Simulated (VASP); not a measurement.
# Nb16H (a cell with a defect) in VASP: single point with LDA

Aim: the single point of Nb16H (a cell with a defect) with LDA.

Everything below comes from runs of VASP 6.6.1. Logs are shortened: lines on timing, memory, paths and dates and some standing lists are left out, and cuts for length are marked.

## 1. The cell of the first run

The cell holds a defect, 17 atoms: a = 6.600 Å, b = 6.600 Å, c = 6.600 Å, α = 90.00°, β = 90.00°, γ = 90.00°.

## 2. Single point, LDA

INCAR

```
PREC = Accurate ; ENCUT = 520
EDIFF = 1E-6 ; ISMEAR = -1
SIGMA = 0.1 ; LREAL = Auto
LASPH = T ; NELM = 80
ALGO = Normal ; ISIF = 2
LWAVE = F ; LCHARG = T
LELF = T ; LVHAR = T
NBANDS = 118
```

KPOINTS

```
regular mesh
0
Gamma
  2 2 2
```

POSCAR

```
Nb16H
1.0
    6.6000000000      0.0000000000      0.0000000000
    0.0000000000      6.6000000000      0.0000000000
    0.0000000000      0.0000000000      6.6000000000
Nb H
16 1
Direct
    0.0026206646      0.0000414253     -0.0005297353
    0.5032659871     -0.0004373063     -0.0005131614
    0.0025766831      0.5006024089     -0.0005134754
   -0.0075924120      0.0086318777      0.4995031299
    0.2472711959      0.2503408480      0.2497780273
    0.5032771691      0.5010284398     -0.0005056748
    0.4996742531      0.0029161750      0.4994542464
    0.7466325400      0.2503298565      0.2502738721
   -0.0075632332      0.4920941375      0.4995201565
    0.2574613125      0.7503207139      0.2411826778
    0.2473300089      0.2503249474      0.7492066004
    0.4997501251      0.4977334585      0.4994647900
    0.7502147365      0.7503525113      0.2468905565
    0.7466056110      0.2503221028      0.7488002532
    0.2574405774      0.7503046006      0.7577041435
    0.7501223507      0.7503421226      0.7520809588
    0.1249015299      0.7503787805      0.4994131344
```

Potentials or basis: VASP PAW LDA potentials, release 64 (Nb_sv, H).

Started as:

```console
$ cat potpaw_LDA.64/Nb_sv/POTCAR potpaw_LDA.64/H/POTCAR > POTCAR
$ mpirun -np 1 vasp_std > vasp.out
```

OUTCAR:

```text
PREC = Accurate
   ENCUT = 520
   EDIFF = 1E-6
   ISMEAR = -1
   LREAL = Auto
   LASPH = T
   NELM = 80
   ISIF = 2

 ion  position               nearest neighbor table
   1  0.003  0.000  0.999-  11 2.84   5 2.84  10 2.84  15 2.84  13 2.86  16 2.86  14 2.88   8 2.89

   2  0.503  1.000  0.999-  10 2.81  15 2.81  16 2.83  13 2.83  14 2.84   8 2.84  11 2.88   5 2.88

   3  0.003  0.501  0.999-   5 2.84  11 2.84  10 2.84  15 2.84  13 2.86  16 2.86  14 2.88   8 2.88

   4  0.992  0.009  0.500-  17 1.92   8 2.81  14 2.81   5 2.84  11 2.84  13 2.87  16 2.87  15 2.98
                            10 2.98
   5  0.247  0.250  0.250-   3 2.84   1 2.84   4 2.84   9 2.84   7 2.86  12 2.86   6 2.88   2 2.88

   6  0.503  0.501  0.999-  10 2.81  15 2.81  16 2.83  13 2.83  14 2.84   8 2.84  11 2.88   5 2.88

   7  0.500  0.003  0.499-   8 2.83  14 2.83   5 2.86  11 2.86  10 2.87  15 2.87  16 2.88  13 2.88

   8  0.747  0.250  0.250-   4 2.81   9 2.81  12 2.83   7 2.83   6 2.84   2 2.84   3 2.88   1 2.89

   9  0.992  0.492  0.500-  17 1.92   8 2.81  14 2.81   5 2.84  11 2.84  13 2.87  16 2.87  15 2.98
                            10 2.98
  10  0.257  0.750  0.241-  17 1.92   2 2.81   6 2.81   1 2.84   3 2.84   7 2.87  12 2.87   9 2.98
                             4 2.98
  11  0.247  0.250  0.749-   1 2.84   3 2.84   4 2.84   9 2.84   7 2.86  12 2.86   6 2.88   2 2.88

  12  0.500  0.498  0.499-   8 2.83  14 2.83   5 2.86  11 2.86  15 2.87  10 2.87  16 2.88  13 2.88

  13  0.750  0.750  0.247-   2 2.83   6 2.83   1 2.86   3 2.86   4 2.87   9 2.87  12 2.88   7 2.88

  14  0.747  0.250  0.749-   4 2.81   9 2.81  12 2.83   7 2.83   6 2.84   2 2.84   3 2.88   1 2.88

  15  0.257  0.750  0.758-  17 1.92   2 2.81   6 2.81   1 2.84   3 2.84   7 2.87  12 2.87   9 2.98
                             4 2.98
  16  0.750  0.750  0.752-   2 2.83   6 2.83   1 2.86   3 2.86   9 2.87   4 2.87  12 2.88   7 2.88

  17  0.125  0.750  0.499-   4 1.92  10 1.92   9 1.92  15 1.92

  LATTYP: Found a simple cubic cell.
 ALAT       =     6.6000000000

  Lattice vectors:

 A1 = (   6.6000000000,   0.0000000000,   0.0000000000)
 A2 = (   0.0000000000,   6.6000000000,   0.0000000000)
 A3 = (   0.0000000000,   0.0000000000,   6.6000000000)

Analysis of symmetry for initial positions (statically):
=====================================================================
 Subroutine PRICEL returns:
 Original cell was already a primitive cell.

 Routine SETGRP: Setting up the symmetry group for a
 simple cubic supercell.

 Subroutine GETGRP returns: Found  1 space group operations
 (whereof  1 operations were pure point group operations)
 out of a pool of 48 trial point group operations.

The static configuration has the point symmetry C_1 .

Analysis of symmetry for dynamics (positions and initial velocities):
=====================================================================
 Subroutine PRICEL returns:
 Original cell was already a primitive cell.

 Routine SETGRP: Setting up the symmetry group for a
 simple cubic supercell.

 Subroutine GETGRP returns: Found  1 space group operations
 (whereof  1 operations were pure point group operations)
 out of a pool of 48 trial point group operations.

The dynamic configuration has the point symmetry C_1 .

 Subroutine INISYM returns: Found  1 space group operations
 (whereof  1 operations are pure point group operations),
 and found     1 'primitive' translations

----------------------------------------------------------------------------------------

                                     Primitive cell

  volume of cell :     287.4960

  direct lattice vectors                    reciprocal lattice vectors
     6.600000000  0.000000000  0.000000000     0.151515152  0.000000000  0.000000000
     0.000000000  6.600000000  0.000000000     0.000000000  0.151515152  0.000000000
     0.000000000  0.000000000  6.600000000     0.000000000  0.000000000  0.151515152

  length of vectors
     6.600000000  6.600000000  6.600000000     0.151515152  0.151515152  0.151515152

  position of ions in fractional coordinates (direct lattice)
     0.002620665  0.000041425  0.999470265
     0.503265987  0.999562694  0.999486839
     0.002576683  0.500602409  0.999486525
     0.992407588  0.008631878  0.499503130
     0.247271196  0.250340848  0.249778027
     0.503277169  0.501028440  0.999494325
[... 9 lines left out ...]
     0.750122351  0.750342123  0.752080959
     0.124901530  0.750378781  0.499413134

  ion indices of the primitive-cell ions
   primitive index   ion index
                 1           1
                 2           2
                 3           3
                 4           4
                 5           5
                 6           6
[... 9 lines left out ...]
                16          16
                17          17

----------------------------------------------------------------------------------------

 KPOINTS: regular mesh

Automatic generation of k-mesh.
 Grid dimensions read from file:
 generate k-points for:    2    2    2

 Generating k-lattice:

  Cartesian coordinates                     Fractional coordinates (reciprocal lattice)
     0.075757576  0.000000000  0.000000000     0.500000000  0.000000000  0.000000000
     0.000000000  0.075757576  0.000000000     0.000000000  0.500000000  0.000000000
     0.000000000  0.000000000  0.075757576     0.000000000  0.000000000  0.500000000

  Length of vectors
     0.075757576  0.075757576  0.075757576

  Shift w.r.t. Gamma in fractional coordinates (k-lattice)
     0.000000000  0.000000000  0.000000000

 Subroutine IBZKPT returns following result:
 ===========================================

 Found      8 irreducible k-points:

 Following reciprocal coordinates:
            Coordinates               Weight
  0.000000  0.000000  0.000000      1.000000
  0.500000  0.000000  0.000000      1.000000
  0.000000  0.500000  0.000000      1.000000
  0.000000  0.000000  0.500000      1.000000
  0.500000  0.500000  0.000000      1.000000
  0.000000  0.500000  0.500000      1.000000
  0.500000  0.000000  0.500000      1.000000
  0.500000  0.500000  0.500000      1.000000
   k-points           NKPTS =      8   k-points in BZ     NKDIM =      8   number of bands    NBANDS=    118
   number of dos      NEDOS =    301   number of ions     NIONS =     17
   total plane-waves  NPLWV = 125000
   dimension x,y,z NGX =    50 NGY =   50 NGZ =   50
   dimension x,y,z NGXF=   100 NGYF=  100 NGZF=  100
   ions per type =              16   1
   NGX,Y,Z   is equivalent  to a cutoff of  12.59, 12.59, 12.59 a.u.
   NGXF,Y,Z  is equivalent  to a cutoff of  25.19, 25.19, 25.19 a.u.
 SYSTEM =  unknown system
   PREC   = accura    normal or accurate (medium, high low for compatibility)
   ISTART =      0    job   : 0-new  1-cont  2-samecut
   ICHARG =      2    charge: 1-file 2-atom 10-const
   ISPIN  =      1    spin polarized calculation?
   LNONCOLLINEAR =      F non collinear calculations
   LSORBIT =      F    spin-orbit coupling
   LASPH  =      T    aspherical Exc in radial PAW
   ENCUT  =  520.0 eV  38.22 Ry    6.18 a.u.  12.27 12.27 12.27*2*pi/ulx,y,z
   NELM   =     80;   NELMIN=  2; NELMDL= -5     # of ELM steps
   EDIFF  = 0.1E-05   stopping-criterion for ELM
   LREAL  =      T    real-space projection
   EDIFFG = 0.1E-04   stopping-criterion for IOM
   NSW    =      0    number of steps for IOM
   IBRION =     -1    ionic relax: 0-MD 1-quasi-New 2-CG
   NFREE  =      0    steps in history (QN), initial steepest desc. (CG)
   ISIF   =      2    stress and relaxation
   ISYM   =      2    0-nonsym 1-usesym 2-fastsym
   POTIM  = 0.5000    time-step for ionic-motion
   TEBEG  =    0.0;   TEEND  =   0.0 temperature during run
   PSTRESS=    0.0 pullay stress
   NELECT =     209.0000    total number of electrons
   NUPDOWN=      -1.0000    fix difference up-down
   EMIN   =  10.00;   EMAX   =-10.00  energy-range for DOS
   EFERMI =   0.00;   METHOD = LEGACY
   ISMEAR =    -1;   SIGMA  =   0.10  broadening in eV -4-tet -1-fermi 0-gaus
   EFERMI_NEDOS =   21; number of points for ismear=-14 and -15
   IALGO  =     38    algorithm
   IMIX   =      4    mixing-type and parameters
     AMIX     =   0.40;   BMIX     =  1.00
     AMIX_MAG =   1.60;   BMIX_MAG =  1.00
  volume/ion in A,a.u.               =      16.91       114.12
  Fermi-wavevector in a.u.,A,eV,Ry     =   1.472018  2.781710 29.481589  2.166836
  Thomas-Fermi vector in A             =   2.587083
   LORBIT       =      0    0 simple, 1 ext, 2 COOP (PROOUT), +10 PAW based schemes
   GGA     = CA    functional components
   LHFCALC =     F    Hartree Fock is set to
   AEXX    =    0.0000 exact exchange contribution
   IVDW    =     0    specifies the selected vdW correction
   LEPSILON=     F    determine dielectric tensor
   LRPA    =     F    only Hartree local field effects (RPA)
 non-spin polarized calculation
  energy-cutoff  :      520.00
  volume of cell :      287.50
 maximum number of plane-waves:      7809
 NGX is ok and might be reduce to    50
   NGX = 25   NGY = 25   NGZ = 25

 number of electron     209.0000020 magnetization

 Free energy of the ion-electron system (eV)
  ---------------------------------------------------
  ext. energy  EPLUGINS =         0.00000000
  ---------------------------------------------------
  free energy    TOTEN  =      -185.29869066 eV

  energy without entropy =     -184.84607331  energy(sigma->0) =     -185.07238198

 E-fermi :  11.0823     XC(G=0): -12.7690

 val. band max:       11.0639487846   @ k =   0.0000   0.5000   0.5000
 cond. band min:      11.2805780341   @ k =   0.0000   0.5000   0.0000
 fundamental gap:      0.2166292495
 Fermi energy:        11.0823128665

 k-point     1 :       0.0000    0.0000    0.0000
  band No.  band energies     occupation
      1     -43.0635      2.00000
      2     -42.8751      2.00000
      3     -42.8544      2.00000
      4     -42.8542      2.00000
      5     -42.8359      2.00000
      6     -42.8311      2.00000
[... 108 lines left out ...]
    115      13.3818      0.00000
    116      13.4087      0.00000
[... 831 lines left out ...]
    115      14.2017      0.00000
    116      14.2510      0.00000
 [bands above 116 left out]

------------------------ aborting loop because EDIFF is reached ----------------------------------------

  FORCE on cell =-STRESS in cart. coord.  units (eV):
  Direction    XX          YY          ZZ          XY          YZ          ZX
  --------------------------------------------------------------------------------------
  -------------------------------------------------------------------------------------
  Total      -10.9847968    -10.5916999    -10.5922585     -0.0010683      0.0007147     -0.0022921
  in kB      -61.2168252    -59.0261480    -59.0292611     -0.0059537      0.0039827     -0.0127734
  external PRESSURE =     -59.7574114 kB  Pullay stress =       0.0000000 kB

 VOLUME and BASIS-vectors are now :
 -----------------------------------------------------------------------------
  energy-cutoff  :      520.00
  volume of cell :      287.50
      direct lattice vectors                 reciprocal lattice vectors
     6.600000000  0.000000000  0.000000000     0.151515152  0.000000000  0.000000000
     0.000000000  6.600000000  0.000000000     0.000000000  0.151515152  0.000000000
     0.000000000  0.000000000  6.600000000     0.000000000  0.000000000  0.151515152

 POSITION                                       TOTAL-FORCE (eV/Angst)
 -----------------------------------------------------------------------------------
      0.01730      0.00027      6.59650        -0.024105     -0.014751      0.001084
      3.32156      6.59711      6.59661         0.007859      0.050181     -0.000363
      0.01701      3.30398      6.59661        -0.020785      0.015320      0.000540
      6.54989      0.05697      3.29672         0.023286      0.002666      0.000276
      1.63199      1.65225      1.64853         0.025184     -0.000553      0.014599
      3.32163      3.30679      6.59666         0.008557     -0.048434     -0.000383
[... 9 lines left out ...]
      4.95081      4.95226      4.96373        -0.002397     -0.001142     -0.023188
      0.82435      4.95250      3.29613         0.000505     -0.000625      0.001334
 -----------------------------------------------------------------------------------
    total drift:                                0.004430      0.002423     -0.001937

  FREE ENERGIE OF THE ION-ELECTRON SYSTEM (eV)
  ---------------------------------------------------
  free  energy   TOTEN  =      -185.2986906587 eV

  energy  without entropy=     -184.8460733091  energy(sigma->0) =     -185.07238198
```

It took 12 min on 1 thread of Oxide Virtual Turin-like, shared host; peak memory 0.36 GiB.

Results:

```yaml
Free_energy: -185.2987 eV
Pressure: -6.0 GPa
Largest_force: 0.052 eV/Å
```

Forces in eV/Å, atoms in the order of the input:
```
Nb  -0.024 -0.015  0.001
Nb   0.008  0.050  0.000
Nb  -0.021  0.015  0.001
Nb   0.023  0.003  0.000
Nb   0.025 -0.001  0.015
Nb   0.009 -0.048  0.000
Nb   0.007 -0.021  0.002
Nb  -0.008  0.001 -0.051
Nb   0.022 -0.004 -0.001
Nb  -0.024  0.000 -0.002
Nb   0.021  0.000 -0.016
Nb   0.002  0.021  0.001
Nb  -0.007 -0.001  0.022
Nb  -0.008  0.001  0.047
Nb  -0.022  0.000  0.004
Nb  -0.002 -0.001 -0.023
H    0.001 -0.001  0.001
```

Stress tensor (GPa, compression positive):
```
-6.12  0.00  0.00
 0.00 -5.90  0.00
 0.00  0.00 -5.90
```

Levels at points of the mesh, in eV from the Fermi level:
| k point | band 102 | band 103 | band 104 | band 105 | band 106 | band 107 | band 108 | band 109 |
| --- | --- | --- | --- | --- | --- | --- | --- | --- |
| (0.00, 0.00, 0.00) | 0.73 | 0.81 | 0.81 | 0.84 | 0.84 | 0.86 | 0.91 | 0.91 |
| (0.50, 0.00, 0.00) | -0.23 | 0.20 | 0.21 | 0.21 | 0.27 | 0.27 | 0.61 | 0.63 |
| (0.00, 0.50, 0.00) | -0.20 | 0.20 | 0.23 | 0.24 | 0.27 | 0.49 | 0.59 | 0.65 |
| (0.00, 0.00, 0.50) | -0.20 | 0.20 | 0.23 | 0.24 | 0.27 | 0.49 | 0.59 | 0.65 |
| (0.50, 0.50, 0.00) | -0.36 | -0.34 | -0.32 | -0.26 | -0.23 | -0.11 | -0.08 | 0.68 |
| (0.00, 0.50, 0.50) | -0.38 | -0.37 | -0.34 | -0.29 | -0.28 | -0.02 | -0.02 | 0.64 |
| (0.50, 0.00, 0.50) | -0.36 | -0.34 | -0.32 | -0.26 | -0.23 | -0.11 | -0.08 | 0.68 |
| (0.50, 0.50, 0.50) | -1.21 | -1.21 | -1.18 | -1.16 | -1.16 | -1.13 | -1.13 | -1.12 |

Caveat: the k points lie up to 0.48 Å⁻¹ apart.
